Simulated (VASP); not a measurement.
# C (C2/m) in VASP: further runs, part 2 of 2

VASP 6.6.1. The steps go on from the part before.

## (3) Single point, LDA (the part above a cut slid along it)

File INCAR:

```
  ALGO = Normal
  EDIFF = 1E-7
  ENCUT = 520
  GGA = CA
  ISIF = 2
  ISMEAR = 0
  LASPH = True
  LCHARG = True
  LELF = True
  LREAL = False
  LVHAR = True
  LWAVE = False
  NBANDS = 26
  NELM = 80
  PREC = Accurate
  SIGMA = 0.03
```

File KPOINTS:

```
k-points
0
Gamma
  15 15 3
```

File POSCAR:

```
C
1.0
   -1.2226660053     -2.1164534110      0.0000000000
    1.2226660053     -2.1164534110      0.0000000000
    0.0000000000     -1.4109689407     13.4515291704
C
8
Direct
    0.2916297670      0.2916297670      0.1250000000
    0.7082964337      0.7082964337      0.3750000000
    0.1249631004      0.1249631004      0.6250000000
    0.5416297670      0.5416297670      0.8750000000
    0.6250368996      0.6250368996      0.1250000000
    0.0417035663      0.0417035663      0.3750000000
    0.4583702330      0.4583702330      0.6250000000
   -0.1249631004     -0.1249631004      0.8750000000
```

Potentials or basis: VASP PAW LDA potentials, release 64 (C).

The run is started by

```sh
> cat potpaw_LDA.64/C/POTCAR > POTCAR
> mpirun -np 1 vasp_std > vasp.out
```

OUTCAR:

```text
EDIFF = 1E-7
   ENCUT = 520
   GGA = CA
   ISIF = 2
   ISMEAR = 0
   LASPH = True
   LREAL = False
   NELM = 80
   PREC = Accurate

 ion  position               nearest neighbor table
   1  0.292  0.292  0.125-   5 1.41   5 1.41   5 1.41
   2  0.708  0.708  0.375-   6 1.41   6 1.41   6 1.41
   3  0.125  0.125  0.625-   7 1.41   7 1.41   7 1.41
   4  0.542  0.542  0.875-   8 1.41   8 1.41   8 1.41
   5  0.625  0.625  0.125-   1 1.41   1 1.41   1 1.41
   6  0.042  0.042  0.375-   2 1.41   2 1.41   2 1.41
   7  0.458  0.458  0.625-   3 1.41   3 1.41   3 1.41
   8  0.875  0.875  0.875-   4 1.41   4 1.41   4 1.41

  LATTYP: Found a base centered monoclinic cell.
 ALAT       =     4.2329068220
 B/A-ratio  =     0.5776956861
 C/A-ratio  =     3.1952810600
 COS(beta)  =    -0.1043205049

  Lattice vectors:

 A1 = (   1.2226660053,   2.1164534110,   0.0000000000)
 A2 = (  -1.2226660053,   2.1164534110,   0.0000000000)
 A3 = (   0.0000000000,  -1.4109689407,  13.4515291704)

Analysis of symmetry for initial positions (statically):
=====================================================================
 Subroutine PRICEL returns:
 Original cell was already a primitive cell.

 Routine SETGRP: Setting up the symmetry group for a
 base centered monoclinic supercell.

 Subroutine GETGRP returns: Found  4 space group operations
 (whereof  2 operations were pure point group operations)
 out of a pool of  4 trial point group operations.

The static configuration has the point symmetry C_1h.
 The point group associated with its full space group is C_2h.

Analysis of symmetry for dynamics (positions and initial velocities):
=====================================================================
 Subroutine PRICEL returns:
 Original cell was already a primitive cell.

[... 142 lines left out ...]
  Fermi-wavevector in a.u.,A,eV,Ry     =   1.263433  2.387541 21.718463  1.596262
  Thomas-Fermi vector in A             =   2.396790
   LORBIT       =      0    0 simple, 1 ext, 2 COOP (PROOUT), +10 PAW based schemes
   GGA     = CA    functional components
   LHFCALC =     F    Hartree Fock is set to
   AEXX    =    0.0000 exact exchange contribution
   IVDW    =     0    specifies the selected vdW correction
   LEPSILON=     F    determine dielectric tensor
   LRPA    =     F    only Hartree local field effects (RPA)
 non-spin polarized calculation
 Gauss-broadening in eV      SIGMA  =   0.03
  energy-cutoff  :      520.00
  volume of cell :       69.62
 maximum number of plane-waves:      1910
   NGX =  9   NGY =  9   NGZ = 51

 number of electron      32.0000007 magnetization

 Free energy of the ion-electron system (eV)
  ---------------------------------------------------
  ext. energy  EPLUGINS =         0.00000000
  ---------------------------------------------------
  free energy    TOTEN  =       -80.87326162 eV

  energy without entropy =      -80.87326056  energy(sigma->0) =      -80.87326109

 E-fermi :   4.6737     XC(G=0): -10.7871

 val. band max:        4.6097266344   @ k =  -0.3333   0.3333   0.0000
 cond. band min:       4.7377502697   @ k =  -0.3333   0.3333   0.0000
 fundamental gap:      0.1280236353
 Fermi energy:         4.6737383912

 k-point     1 :       0.0000    0.0000    0.0000
  band No.  band energies     occupation
      1     -14.9432      2.00000
      2     -14.7927      2.00000
      3     -14.7924      2.00000
      4     -14.6309      2.00000
      5      -4.0581      2.00000
      6      -3.1502      2.00000
[... 685 lines left out ...]
     25      14.0264      0.00000
     26      14.1138      0.00000

 [... further k-points ...]

------------------------ aborting loop because EDIFF is reached ----------------------------------------

  FORCE on cell =-STRESS in cart. coord.  units (eV):
  Direction    XX          YY          ZZ          XY          YZ          ZX
  --------------------------------------------------------------------------------------
  -------------------------------------------------------------------------------------
  Total        0.5666623      0.6427724      0.0006197      0.0000000      0.0810307      0.0000000
  in kB       13.0411742     14.7927721      0.0142613      0.0000000      1.8648415      0.0000000
  external PRESSURE =       9.2827359 kB  Pullay stress =       0.0000000 kB

 VOLUME and BASIS-vectors are now :
 -----------------------------------------------------------------------------
  energy-cutoff  :      520.00
  volume of cell :       69.62
      direct lattice vectors                 reciprocal lattice vectors
    -1.222666005 -2.116453411  0.000000000    -0.408942424 -0.236244274 -0.024780330
     1.222666005 -2.116453411  0.000000000     0.408942424 -0.236244274 -0.024780330
     0.000000000 -1.410968941 13.451529170     0.000000000  0.000000000  0.074340990

 POSITION                                       TOTAL-FORCE (eV/Angst)
 -----------------------------------------------------------------------------------
      0.00000     -1.41081      1.68144         0.000000      0.006689      0.017163
      0.00000     -3.52727      5.04432         0.000000     -0.002718      0.001496
      0.00000     -1.41081      8.40721         0.000000     -0.002236      0.001502
      0.00000     -3.52727     11.77009         0.000000     -0.021602     -0.006383
      0.00000     -2.82209      1.68144         0.000000      0.021602      0.006383
      0.00000     -0.70564      5.04432         0.000000      0.002236     -0.001502
      0.00000     -2.82209      8.40721         0.000000      0.002718     -0.001496
      0.00000     -4.93855     11.77009         0.000000     -0.006689     -0.017163
 -----------------------------------------------------------------------------------
    total drift:                                0.000000      0.000000     -0.000000

  FREE ENERGIE OF THE ION-ELECTRON SYSTEM (eV)
  ---------------------------------------------------
  free  energy   TOTEN  =       -80.8732616167 eV

  energy  without entropy=      -80.8732605597  energy(sigma->0) =      -80.87326109
```

Wall time 2.3 min (1 thread of Intel Xeon Platinum 8488C (Sapphire Rapids), shared host); peak memory 0.31 GiB.

Results:

```
Free energy   : -80.8733 eV
Pressure      : 0.9 GPa
Largest force : 0.023 eV/Å
```

Forces on the atoms (eV/Å):
```
C    0.000  0.007  0.017
C    0.000 -0.003  0.001
C    0.000 -0.002  0.002
C    0.000 -0.022 -0.006
C    0.000  0.022  0.006
C    0.000  0.002 -0.002
C    0.000  0.003 -0.001
C    0.000 -0.007 -0.017
```

Stress tensor (GPa, compression positive):
```
1.30 0.00 0.00
0.00 1.48 0.19
0.00 0.19 0.00
```

Caveat: the cell differs from its parent crystal (the part above a cut slid along it).
